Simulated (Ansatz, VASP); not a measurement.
**One calculation of Mg3Te2, two programs**

```
Mg Te
1.0
     4.45390    0.00000    0.00000
    -2.22695    3.85719    0.00000
     0.00000    0.00000    6.92954
Mg Te
3 2
Direct
  0.00000 0.00000 0.00000
  0.33333 0.66667 0.64500
  0.66667 0.33333 0.35500
  0.33333 0.66667 0.24500
  0.66667 0.33333 0.75500
```

Alike in both runs: task relaxation of cell and atoms; functional PBE; k mesh 6 × 6 × 4; occupations gaussian, width 0.1 eV; no spin polarisation.

```csv
,VASP,Ansatz
version,VASP 6.6.1,Ansatz 0.2.0
potentials or method,"VASP PAW PBE potentials, release 64 (Mg, Te), cutoff 600 eV","scalar-relativistic, plane waves, PAW"
valence electrons in the cell,18,62
```

|  | VASP | Ansatz | Ansatz less VASP |
| --- | --- | --- | --- |
| gap on the k mesh at the Fermi level, each at its own relaxed structure (eV) | none | none | - |
| relaxed volume (Å³/atom) | 28.15 | 28.21 | +0.057 |
| relaxed length of the cell vector where the two differ most in proportion (Å) | 6.108 | 6.137 | +0.0291 |

A gap of «none» marks a metal or a gap that the smearing closes. VASP's potentials hold 18 valence electrons a cell and Ansatz's 62, so a difference there can come from the potentials and not from the codes.

Spin-orbit coupling is off throughout. Noted on VASP's run: the volume moved by over 15 % at a fixed basis, so the end points are rough.
